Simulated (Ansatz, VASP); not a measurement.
# SrO in VASP and in Ansatz

File POSCAR:

```
SrO
1.0
    3.1028650670      0.0000000000      0.0000000000
    0.0000000000      3.1028650670      0.0000000000
    0.0000000000      0.0000000000      3.1028650670
Sr O
1 1
Direct
    0.0000000000      0.0000000000      0.0000000000
    0.5000000000      0.5000000000      0.5000000000
```

The input INCAR.step1:

```
SYSTEM = SrO
  ALGO = Normal
  EDIFF = 1E-5
  ENCUT = 520
  GGA = PE
  GGA_COMPAT = .False.
  ISIF = 2
  ISMEAR = 0
  LASPH = .True.
  LCHARG = .False.
  LNONCOLLINEAR = .True.
  LORBIT = 11
  LORBMOM = .True.
  LREAL = .False.
  LSORBIT = .True.
  LWAVE = .True.
  MAGMOM = 0 0 0 0 0 0
  NBANDS = 28
  NELM = 150
  PREC = Accurate
  SIGMA = 0.01
```

INCAR.step2

```
SYSTEM = SrO
  ALGO = Normal
  EDIFF = 1E-6
  ENCUT = 520
  GGA = PE
  GGA_COMPAT = .False.
  HFSCREEN = 0.2079
  ISIF = 2
  ISMEAR = 0
  ISTART = 1
  LASPH = .True.
  LCHARG = .False.
  LHFCALC = .True.
  LNONCOLLINEAR = .True.
  LORBIT = 11
  LORBMOM = .True.
  LREAL = .False.
  LSORBIT = .True.
  LWAVE = .False.
  MAGMOM = 0 0 0 0 0 0
  NBANDS = 28
  NELM = 150
  PREC = Accurate
  PRECFOCK = Normal
  SIGMA = 0.01
```

KPOINTS

```
k-points
0
Gamma
  4 4 4
  0 0 0
```

Input for Ansatz:

```yaml
crystal:
  lattice:
    - [3.102865067, 0.0, 0.0]
    - [0.0, 3.102865067, 0.0]
    - [0.0, 0.0, 3.102865067]
  atoms:
    - { symbol: Sr, position: [0.0, 0.0, 0.0] }
    - { symbol: O, position: [0.5, 0.5, 0.5] }
kpoints:
  mp_grid: { grid: [4, 4, 4] }
  band_path:
    path:
      - [0.0, 0.0, 0.0]
      - [0.0, 0.5, 0.0]
      - [0.5, 0.5, 0.0]
      - [0.5, 0.5, 0.5]
      - [0.0, 0.5, 0.5]
    npoints: 1
hamiltonian:
  xc: hse06
scf:
  occupations: { method: fixed }
  n_extra_bands: 8
magnetization:
  noncollinear: true
  spin_orbit: true
output:
  eigenvalues: true
```

Alike in both runs: task single point; functional HSE06; k mesh 4 × 4 × 4; non-collinear spin, spin-orbit coupling.

|  | VASP | Ansatz |
| --- | --- | --- |
| version | VASP 6.6.1 | Ansatz 0.2.0 |
| potentials or method | VASP PAW PBE potentials, release 64 (Sr_sv, O) | plane waves, PAW |
| plane-wave cutoff (eV) | 520 | 420 |
| occupations | gaussian, width 0.01 eV | fixed |
| valence electrons in the cell | 16 | 16 |

|  | VASP | Ansatz | Ansatz less VASP |
| --- | --- | --- | --- |
| net moment per atom (μB) | 0.00 | 0.00 | 0.000 |

The k mesh is coarse, so the values compare programs but aren't converged.
